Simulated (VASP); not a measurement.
Here is a VASP 6.6.1 calculation.

Contents of INCAR:

```
PREC = Accurate
ENCUT = 520
EDIFF = 1E-6
ISMEAR = 0
SIGMA = 0.1
LREAL = False
LASPH = True
NELM = 60
ALGO = Normal
ISIF = 2
LWAVE = False
LCHARG = False
LDIPOL = True
IDIPOL = 3
DIPOL = 0.5 0.5 0.323
GGA = PE
NBANDS = 33
```

Contents of KPOINTS:

```
Automatic mesh
0
Gamma
  5 5 1
```

The input POSCAR:

```
Al12O
1.0
    5.7143028096      0.0000000000      0.0000000000
    0.0000000000      5.7143028096      0.0000000000
    0.0000000000      0.0000000000     19.6750228481
Al O
12 1
Direct
    0.2500000000      0.2500000000      0.2033034488
    0.2500000000      0.7500000000      0.2033034488
    0.7500000000      0.2500000000      0.2033034488
    0.7500000000      0.7500000000      0.2033034488
    0.0000000000      0.0000000000      0.3092772432
    0.0000000000      0.5000000000      0.3092772432
    0.5000000000      0.0000000000      0.3092772432
    0.5000000000      0.5000000000      0.3092772432
    0.2500000000      0.2500000000      0.4155025847
    0.2500000000      0.7500000000      0.4155025847
    0.7500000000      0.2500000000      0.4155025847
    0.7500000000      0.7500000000      0.4155025847
    0.3333333333      0.3333333333      0.4926230528
```

Potentials or basis: VASP PAW PBE potentials, release 64 (Al, O).

Command:

```sh
$ cat potpaw_PBE.64/Al/POTCAR potpaw_PBE.64/O/POTCAR > POTCAR
$ mpirun -np 1 vasp_std > vasp.out
```

**Question.** What does it give for the largest force?

**Answer.** 1.278 eV/Å.

**Question.** Predict the band gap on the k mesh.

**Answer.** Zero (band 21 reaches -0.30 eV, above the bottom of band 22 at -1.11 eV).

Forces on the atoms (eV/Å):
```
Al   0.032  0.032  0.115
Al   0.013 -0.009  0.099
Al  -0.009  0.013  0.099
Al  -0.023 -0.023  0.010
Al  -0.009 -0.009 -0.049
Al   0.102  0.043  0.026
Al   0.043  0.102  0.026
Al  -0.029 -0.029  0.008
Al  -0.572 -0.572 -0.989
Al   0.060 -0.432  0.278
Al  -0.432  0.060  0.278
Al   0.094  0.094  0.000
O    0.730  0.730  0.099
```
